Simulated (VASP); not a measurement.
# B (P6_3/mmc) in VASP: single point with PBE

Aim: the single point of B with PBE.

All numbers are computed with VASP 6.6.1; they aren't measurements. Logs are shortened: lines on timing, memory, paths and dates and some standing lists are left out, and cuts for length are marked.

### Step 1. The cell of the first run

The structure is hexagonal, space group P6_3/mmc (No. 194). Conventional cell: a = 2.220 Å, b = 2.220 Å, c = 3.485 Å, α = 90.00°, β = 90.00°, γ = 120.00°. B (site symmetry -6m2) has 12 B at 2.16 to 2.22 Å within 2.9 Å.

### Step 2. Single point, PBE

File INCAR:

```
SYSTEM = B
PREC = Accurate
ENCUT = 520
EDIFF = 1E-6
ISMEAR = -1
SIGMA = 0.1
LREAL = .False.
LASPH = .True.
NELM = 80
ALGO = Normal
ISIF = 2
LWAVE = .False.
LCHARG = .True.
GGA = PE
LELF = .True.
LVHAR = .True.
NBANDS = 10
```

File KPOINTS:

```
Automatic mesh
0
Gamma
  17 17 10
  0 0 0
```

File POSCAR:

```
B
1.0
    1.1101190000      1.9227820000      0.0000000000
   -1.1101190000      1.9227820000      0.0000000000
    0.0000000000      0.0000000000      3.4854270000
B
2
Direct
    0.3333300000      0.3333400000      0.2500000000
    0.6666600000      0.6666700000      0.7500000000
```

Potentials or basis: VASP PAW PBE potentials, release 64 (B).

Run with:

```bash
cat potpaw_PBE.64/B/POTCAR > POTCAR
mpirun -np 1 vasp_std > vasp.out
```

OUTCAR:

```text
SYSTEM = B
   PREC = Accurate
   ENCUT = 520
   EDIFF = 1E-6
   ISMEAR = -1
   LREAL = .False.
   LASPH = .True.
   NELM = 80
   ISIF = 2
   GGA = PE

 ion  position               nearest neighbor table
   1  0.333  0.333  0.250-   2 2.16   2 2.16   2 2.16   2 2.16   2 2.16   2 2.16
   2  0.667  0.667  0.750-   1 2.16   1 2.16   1 2.16   1 2.16   1 2.16   1 2.16

  LATTYP: Found a hexagonal cell.
 ALAT       =     2.2202375579
 C/A-ratio  =     1.5698441761

  Lattice vectors:

 A1 = (   1.1101190000,  -1.9227820000,   0.0000000000)
 A2 = (   1.1101190000,   1.9227820000,   0.0000000000)
 A3 = (   0.0000000000,   0.0000000000,   3.4854270000)

Analysis of symmetry for initial positions (statically):
=====================================================================
 Subroutine PRICEL returns:
 Original cell was already a primitive cell.

 Routine SETGRP: Setting up the symmetry group for a
 hexagonal supercell.

 Subroutine GETGRP returns: Found  8 space group operations
 (whereof  2 operations were pure point group operations)
 out of a pool of 24 trial point group operations.

The static configuration has the point symmetry C_2 .
 The point group associated with its full space group is D_2h.

Analysis of symmetry for dynamics (positions and initial velocities):
=====================================================================
 Subroutine PRICEL returns:
 Original cell was already a primitive cell.

 Routine SETGRP: Setting up the symmetry group for a
 hexagonal supercell.

 Subroutine GETGRP returns: Found  8 space group operations
 (whereof  2 operations were pure point group operations)
 out of a pool of 24 trial point group operations.

The dynamic configuration has the point symmetry C_2 .
 The point group associated with its full space group is D_2h.

 Subroutine INISYM returns: Found  8 space group operations
 (whereof  2 operations are pure point group operations),
 and found     1 'primitive' translations

----------------------------------------------------------------------------------------

                                     Primitive cell

  volume of cell :      14.8794

  direct lattice vectors                    reciprocal lattice vectors
     1.110119000  1.922782000  0.000000000     0.450402164  0.260039880  0.000000000
    -1.110119000  1.922782000  0.000000000    -0.450402164  0.260039880  0.000000000
     0.000000000  0.000000000  3.485427000     0.000000000  0.000000000  0.286908892

  length of vectors
     2.220237558  2.220237558  3.485427000     0.520079656  0.520079656  0.286908892

  position of ions in fractional coordinates (direct lattice)
     0.333330000  0.333340000  0.250000000
     0.666660000  0.666670000  0.750000000

  ion indices of the primitive-cell ions
   primitive index   ion index
                 1           1
                 2           2

----------------------------------------------------------------------------------------

 KPOINTS: Automatic mesh

Automatic generation of k-mesh.
 Grid dimensions read from file:
 generate k-points for:   17   17   10

 Generating k-lattice:

  Cartesian coordinates                     Fractional coordinates (reciprocal lattice)
     0.026494245  0.015296464  0.000000000     0.058823529  0.000000000  0.000000000
    -0.026494245  0.015296464  0.000000000     0.000000000  0.058823529  0.000000000
     0.000000000  0.000000000  0.028690889     0.000000000  0.000000000  0.100000000

  Length of vectors
     0.030592921  0.030592921  0.028690889

  Shift w.r.t. Gamma in fractional coordinates (k-lattice)
     0.000000000  0.000000000  0.000000000

 Subroutine IBZKPT returns following result:
 ===========================================

 Found    486 irreducible k-points:

 Following reciprocal coordinates:
            Coordinates               Weight
  0.000000  0.000000  0.000000      1.000000
  0.058824  0.000000  0.000000      4.000000
  0.058824  0.058824  0.000000      2.000000
  0.117647  0.000000  0.000000      4.000000
  0.117647  0.117647  0.000000      2.000000
  0.176471  0.000000  0.000000      4.000000
[... 16 lines left out ...]
  0.235294  0.058824  0.000000      4.000000
  0.176471  0.235294  0.000000      4.000000
 [... further k-points ...]
   k-points           NKPTS =    486   k-points in BZ     NKDIM =    486   number of bands    NBANDS=     10
   number of dos      NEDOS =    301   number of ions     NIONS =      2
   total plane-waves  NPLWV =   9072
   dimension x,y,z NGX =    18 NGY =   18 NGZ =   28
   dimension x,y,z NGXF=    36 NGYF=   36 NGZF=   56
   ions per type =               2
   NGX,Y,Z   is equivalent  to a cutoff of  13.48, 13.48, 13.36 a.u.
   NGXF,Y,Z  is equivalent  to a cutoff of  26.96, 26.96, 26.71 a.u.
 SYSTEM =  B
   PREC   = accura    normal or accurate (medium, high low for compatibility)
   ISTART =      0    job   : 0-new  1-cont  2-samecut
   ICHARG =      2    charge: 1-file 2-atom 10-const
   ISPIN  =      1    spin polarized calculation?
   LNONCOLLINEAR =      F non collinear calculations
   LSORBIT =      F    spin-orbit coupling
   LASPH  =      T    aspherical Exc in radial PAW
   ENCUT  =  520.0 eV  38.22 Ry    6.18 a.u.   4.13  4.13  6.48*2*pi/ulx,y,z
   NELM   =     80;   NELMIN=  2; NELMDL= -5     # of ELM steps
   EDIFF  = 0.1E-05   stopping-criterion for ELM
   LREAL  =      F    real-space projection
   EDIFFG = 0.1E-04   stopping-criterion for IOM
   NSW    =      0    number of steps for IOM
   IBRION =     -1    ionic relax: 0-MD 1-quasi-New 2-CG
   NFREE  =      0    steps in history (QN), initial steepest desc. (CG)
   ISIF   =      2    stress and relaxation
   ISYM   =      2    0-nonsym 1-usesym 2-fastsym
   POTIM  = 0.5000    time-step for ionic-motion
   TEBEG  =    0.0;   TEEND  =   0.0 temperature during run
   PSTRESS=    0.0 pullay stress
   NELECT =       6.0000    total number of electrons
   NUPDOWN=      -1.0000    fix difference up-down
   EMIN   =  10.00;   EMAX   =-10.00  energy-range for DOS
   EFERMI =   0.00;   METHOD = LEGACY
   ISMEAR =    -1;   SIGMA  =   0.10  broadening in eV -4-tet -1-fermi 0-gaus
   EFERMI_NEDOS =   21; number of points for ismear=-14 and -15
   IALGO  =     38    algorithm
   IMIX   =      4    mixing-type and parameters
     AMIX     =   0.40;   BMIX     =  1.00
     AMIX_MAG =   1.60;   BMIX_MAG =  1.00
  volume/ion in A,a.u.               =       7.44        50.21
  Fermi-wavevector in a.u.,A,eV,Ry     =   1.209475  2.285575 19.902992  1.462829
  Thomas-Fermi vector in A             =   2.345051
   LORBIT       =      0    0 simple, 1 ext, 2 COOP (PROOUT), +10 PAW based schemes
   GGA     = PE    functional components
   LHFCALC =     F    Hartree Fock is set to
   AEXX    =    0.0000 exact exchange contribution
   IVDW    =     0    specifies the selected vdW correction
   LEPSILON=     F    determine dielectric tensor
   LRPA    =     F    only Hartree local field effects (RPA)
 non-spin polarized calculation
  energy-cutoff  :      520.00
  volume of cell :       14.88
 maximum number of plane-waves:       420
 NGX is ok and might be reduce to    18
   NGX =  9   NGY =  9   NGZ = 13

 number of electron       6.0000000 magnetization

 Free energy of the ion-electron system (eV)
  ---------------------------------------------------
  ext. energy  EPLUGINS =         0.00000000
  ---------------------------------------------------
  free energy    TOTEN  =        -9.92863264 eV

  energy without entropy =       -9.91124306  energy(sigma->0) =       -9.91993785

 E-fermi :   7.7211     XC(G=0): -12.0710

 val. band max:        7.6932045812   @ k =  -0.4118   0.1765   0.0000
 cond. band min:       7.7627573588   @ k =  -0.1176   0.2941   0.0000
 fundamental gap:      0.0695527776
 Fermi energy:         7.7210834888

 k-point     1 :       0.0000    0.0000    0.0000
  band No.  band energies     occupation
      1      -8.6917      2.00000
      2       0.0641      2.00000
      3       3.2254      2.00000
      4      17.6377      0.00000
      5      17.6378      0.00000
      6      20.1880      0.00000
      7      20.1881      0.00000
      8      21.5351      0.00000
      9      33.3827      0.00000
     10      34.2826      0.00000

 k-point     2 :       0.0588    0.0000    0.0000
  band No.  band energies     occupation
      1      -8.5757      2.00000
      2       0.1930      2.00000
      3       3.3071      2.00000
      4      17.0040      0.00000
      5      17.2627      0.00000
      6      20.0667      0.00000
      7      20.2716      0.00000
      8      21.4071      0.00000
      9      31.9404      0.00000
     10      33.2806      0.00000

 k-point     3 :       0.0588    0.0588    0.0000
  band No.  band energies     occupation
      1      -8.5757      2.00000
      2       0.1930      2.00000
      3       3.3071      2.00000
      4      17.0039      0.00000
      5      17.2628      0.00000
      6      20.0668      0.00000
      7      20.2715      0.00000
      8      21.4071      0.00000
      9      31.9404      0.00000
     10      33.2805      0.00000

 k-point     4 :       0.1176    0.0000    0.0000
  band No.  band energies     occupation
      1      -8.2280      2.00000
      2       0.5789      2.00000
      3       3.5490      2.00000
      4      15.3598      0.00000
      5      16.4131      0.00000
      6      19.6430      0.00000
      7      20.3026      0.00000
      8      20.9889      0.00000
      9      29.5704      0.00000
     10      33.2351      0.00000

 k-point     5 :       0.1176    0.1176    0.0000
  band No.  band energies     occupation
      1      -8.2280      2.00000
      2       0.5789      2.00000
      3       3.5490      2.00000
      4      15.3598      0.00000
      5      16.4132      0.00000
      6      19.6430      0.00000
      7      20.3025      0.00000
      8      20.9889      0.00000
      9      29.5703      0.00000
     10      33.2351      0.00000

 k-point     6 :       0.1765    0.0000    0.0000
  band No.  band energies     occupation
      1      -7.6489      2.00000
      2       1.2186      2.00000
      3       3.9380      2.00000
      4      13.1583      0.00000
      5      15.4316      0.00000
      6      18.8782      0.00000
      7      20.1056      0.00000
      8      20.1892      0.00000
      9      27.4021      0.00000
     10      32.5538      0.00000
[... 183 lines left out ...]
 k-point    21 :       0.1176    0.1765    0.0000
  band No.  band energies     occupation
      1      -7.8804      2.00000
      2       0.9633      2.00000
      3       3.7863      2.00000
      4      14.2862      0.00000
      5      15.3243      0.00000
      6      19.3983      0.00000
      7      20.0381      0.00000
      8      20.5361      0.00000
      9      28.8351      0.00000
     10      32.1887      0.00000

 k-point    22 :      -0.0588    0.1176    0.0000
  band No.  band energies     occupation
      1      -7.8804      2.00000
      2       0.9633      2.00000
      3       3.7863      2.00000
      4      14.2862      0.00000
      5      15.3243      0.00000
      6      19.3983      0.00000
      7      20.0381      0.00000
      8      20.5361      0.00000
      9      28.8352      0.00000
     10      32.1886      0.00000

 k-point    23 :       0.2353    0.0588    0.0000
  band No.  band energies     occupation
      1      -7.1859      2.00000
      2       1.7268      2.00000
      3       4.2356      2.00000
      4      12.0094      0.00000
      5      14.3066      0.00000
      6      18.4625      0.00000
      7      19.5214      0.00000
      8      19.6876      0.00000
      9      27.0573      0.00000
     10      30.9343      0.00000

 k-point    24 :       0.1765    0.2353    0.0000
  band No.  band energies     occupation
      1      -7.1859      2.00000
      2       1.7268      2.00000
      3       4.2356      2.00000
      4      12.0094      0.00000
      5      14.3066      0.00000
      6      18.4625      0.00000
      7      19.5214      0.00000
      8      19.6876      0.00000
      9      27.0573      0.00000
     10      30.9344      0.00000

 [... further k-points ...]
[... 5 lines left out ...]
  --------------------------------------------------------------------------------------
  -------------------------------------------------------------------------------------
  Total       -3.1605498     -3.1606926     -3.1411874      0.0000000      0.0000000      0.0000000
  in kB     -340.3201383   -340.3355133   -338.2352448      0.0000000      0.0000000      0.0000000
  external PRESSURE =    -339.6302988 kB  Pullay stress =       0.0000000 kB

 VOLUME and BASIS-vectors are now :
 -----------------------------------------------------------------------------
  energy-cutoff  :      520.00
  volume of cell :       14.88
      direct lattice vectors                 reciprocal lattice vectors
     1.110119000  1.922782000  0.000000000     0.450402164  0.260039880  0.000000000
    -1.110119000  1.922782000  0.000000000    -0.450402164  0.260039880  0.000000000
     0.000000000  0.000000000  3.485427000     0.000000000  0.000000000  0.286908892

 POSITION                                       TOTAL-FORCE (eV/Angst)
 -----------------------------------------------------------------------------------
     -0.00001      1.28186      0.87136         0.000000      0.000022      0.000000
     -0.00001      2.56370      2.61407         0.000000     -0.000022      0.000000
 -----------------------------------------------------------------------------------
    total drift:                               -0.000000      0.000000     -0.000000

  FREE ENERGIE OF THE ION-ELECTRON SYSTEM (eV)
  ---------------------------------------------------
  free  energy   TOTEN  =        -9.9286326414 eV

  energy  without entropy=       -9.9112430565  energy(sigma->0) =       -9.91993785
```

Wall time 33 s (1 thread of Intel Xeon 6975P-C, shared host); peak memory 0.17 GiB.

What came out:

```
Free energy            : -9.9286 eV
Pressure               : -34.0 GPa
Band gap on the k mesh : zero (band 3 reaches 13.96 eV, above the bottom of band 4 at 4.00 eV)
```

Stress tensor (GPa, compression positive):
```
-34.03   0.00   0.00
  0.00 -34.03   0.00
  0.00   0.00 -33.82
```
